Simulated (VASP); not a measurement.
HgTe: single point with PBE

HgTe:

```
CELL_PARAMETERS angstrom
0.00000 2.97880 2.97880
2.97880 0.00000 2.97880
2.97880 2.97880 0.00000
ATOMIC_POSITIONS crystal
Hg 0.00000 0.00000 0.00000
Te 0.50000 0.50000 0.50000
```

```yaml
Program: VASP 6.6.1
Task: single point
Functional: PBE
Potentials_or_basis: VASP PAW PBE potentials, release 64 (Hg, Te)
Cutoff: 520 eV
k_mesh: 14 × 14 × 14
Occupations: fermi-dirac, width 0.05 eV
Spin: no spin polarisation
```

```json
{
  "Pressure": "5.6 GPa",
  "Band gap on the k mesh": "zero (bands 9 and 10 overlap by 2.91 eV)"
}
```

Levels at points of the mesh, in eV from the Fermi level:
| k point | band 7 | band 8 | band 9 | band 10 | band 11 | band 12 |
| --- | --- | --- | --- | --- | --- | --- |
| (0.00, 0.00, 0.00) | -0.81 | -0.81 | -0.81 | -0.66 | 7.67 | 7.67 |
| (0.50, 0.00, 0.00) | -5.82 | 0.34 | 0.34 | 2.55 | 3.85 | 3.85 |
| (0.50, 0.50, 0.00) | -4.75 | -2.86 | -2.56 | -2.56 | 4.74 | 9.55 |

It took 78 s on 1 thread of Intel Xeon 8259CL, with other jobs on the host, peak memory 0.24 GiB.

Caveat: the cell stands under pressure; spin-orbit coupling is left out, which moves the levels of the heavy elements.
